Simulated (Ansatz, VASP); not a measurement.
# BaTe in VASP and in Ansatz

```
CELL_PARAMETERS angstrom
0.00000 3.57195 3.53239
3.57195 0.00000 3.53239
3.57195 3.57195 0.00000
ATOMIC_POSITIONS crystal
Ba 0.00000 0.00000 0.00000
Te 0.50000 0.50000 0.50000
```

Change from the starting cell: biaxial_xy strain +1.1%.

Alike in both runs: task single point; functional r2SCAN; k mesh 6 × 6 × 6; no spin polarisation.

```csv
,VASP,Ansatz
version,VASP 6.6.1,Ansatz 0.2.0
potentials or method,"VASP PAW PBE potentials, release 64 (Ba_sv, Te)","plane waves, PAW"
plane-wave cutoff (eV),520,500
occupations,"gaussian, width 0.01 eV",fixed
valence electrons in the cell,16,26
```

|  | VASP | Ansatz | Ansatz less VASP |
| --- | --- | --- | --- |
| gap on the k mesh at the Fermi level (eV) | 1.96 | 2.03 | +0.070 |
| pressure (GPa) | -0.4 | -0.7 | -0.29 |
| traceless stress, the component that is largest in VASP (GPa) | 0.45 | 0.43 | -0.026 |

VASP's potentials were made for PBE, not for r2SCAN. VASP's potentials hold 16 valence electrons a cell and Ansatz's 26, so a difference there can come from the potentials and not from the codes.

Neither program's run includes spin-orbit coupling.
